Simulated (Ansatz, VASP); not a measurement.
## Two plane-wave programs on Ni

File INCAR:

```
PREC     = Accurate       # precision mode
ENCUT    = 520            # plane-wave cutoff, eV
EDIFF    = 1E-7           # SCF threshold, eV
ISMEAR   = 0              # smearing method
SIGMA    = 0.2            # smearing width, eV
LREAL    = False          # projectors in reciprocal space
LASPH    = True           # aspherical terms in the spheres
NELM     = 150            # most SCF steps
ALGO     = Normal         # electronic algorithm
ISIF     = 2              # what is computed and relaxed
LWAVE    = False          # write WAVECAR
LCHARG   = False          # write CHGCAR
ISPIN    = 2              # spin polarisation
MAGMOM   = 0.607          # initial moments
LORBIT   = 11             # projections on sites
LMAXMIX  = 4              # l up to which the mixer works
NBANDS   = 15             # bands
```

The input KPOINTS:

```
Automatic mesh
0
Gamma
  16 16 16
```

The input POSCAR:

```
Ni
1.0
    0.0000000000      1.7124646296      1.7124646296
    1.7124646296      0.0000000000      1.7124646296
    1.7124646296      1.7124646296      0.0000000000
Ni
1
Direct
    0.0000000000      0.0000000000      0.0000000000
```

Input for Ansatz:

```yaml
crystal:
  lattice:
    - [0.0, 1.7124646296, 1.7124646296]
    - [1.7124646296, 0.0, 1.7124646296]
    - [1.7124646296, 1.7124646296, 0.0]
  atoms:
    - { symbol: Ni, position: [0.0, 0.0, 0.0], spin: 0.607 }
hamiltonian:
  xc: lda
  pseudopotentials:
    kind: paw
    azcp:
      Ni: "pseudopotentials/Ni.paw.azcp"
basis:
  ecutwfc: 420
  fft_grid_basis: typed
kpoints:
  mp_grid: { grid: [16, 16, 16], shift: [0, 0, 0] }
magnetization:
  spin_polarized: true
scf:
  occupations: { method: gaussian, width: 0.2 }
  lower_state_search: "off"
output:
  stress: true
```

Alike in both runs: task single point; functional LDA; k mesh 16 × 16 × 16; occupations gaussian, width 0.2 eV; collinear spin.

```csv
,VASP,Ansatz
version,VASP 6.6.1,Ansatz 0.2.0
potentials or method,"VASP PAW LDA potentials, release 64 (Ni), cutoff 520 eV","plane waves (420 eV) with PAW, scalar-relativistic"
valence electrons in the cell,10,18
```

VASP gave:

* pressure (GPa): -0.3
* net moment per atom (μB): 0.57
* size of the moment on the site where the two differ most (μB): 0.57

Question: Estimate Ansatz's values.

Answer: Pressure (GPa): -0.2; net moment per atom (μB): 0.58; size of the moment on the site where the two differ most (μB): 0.60.

Ansatz warns that its potentials were made for another functional, while VASP's fit it. LDA's correlation is that of Perdew and Zunger in VASP and of Perdew and Wang (1992) in Ansatz. Site moments also hang on the region over which each program counts them. VASP's potentials hold 10 valence electrons a cell and Ansatz's 18, so a difference there can come from the potentials and not from the codes.
